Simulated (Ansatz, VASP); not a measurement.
Al2B3P5 in VASP and in Ansatz

```
CELL_PARAMETERS angstrom
5.40853 -2.47969 0.00000
5.40853 2.47969 0.00000
-5.29265 0.00000 5.58519
ATOMIC_POSITIONS crystal
Al 0.10342 0.50256 0.89685
Al 0.49744 0.89658 0.10315
B 0.68822 0.08895 0.68243
B 0.91105 0.31178 0.31757
B 0.30621 0.69379 0.50000
P 0.61952 0.51341 0.75758
P 0.97486 0.02514 0.00000
P 0.48659 0.38048 0.24242
P 0.89377 0.73108 0.43166
P 0.26892 0.10623 0.56834
```

Alike in both runs: task relaxation of cell and atoms; functional PBE; k mesh 6 × 6 × 6; occupations gaussian, width 0.02 eV; no spin polarisation.

|  | VASP | Ansatz |
| --- | --- | --- |
| version | VASP 6.6.1 | Ansatz 0.2.0 |
| potentials or method | VASP PAW PBE potentials, release 64 (Al, B, P), cutoff 600 eV | scalar-relativistic, plane waves, PAW |
| valence electrons in the cell | 40 | 40 |

```tsv
	VASP	Ansatz	Ansatz less VASP
gap on the k mesh at the Fermi level, each at its own relaxed structure (eV)	1.03	1.03	+0.001
relaxed volume (Å³/atom)	14.96	14.97	+0.019
relaxed length of the cell vector where the two differ most in proportion (Å)	5.948	5.950	+0.0021
```
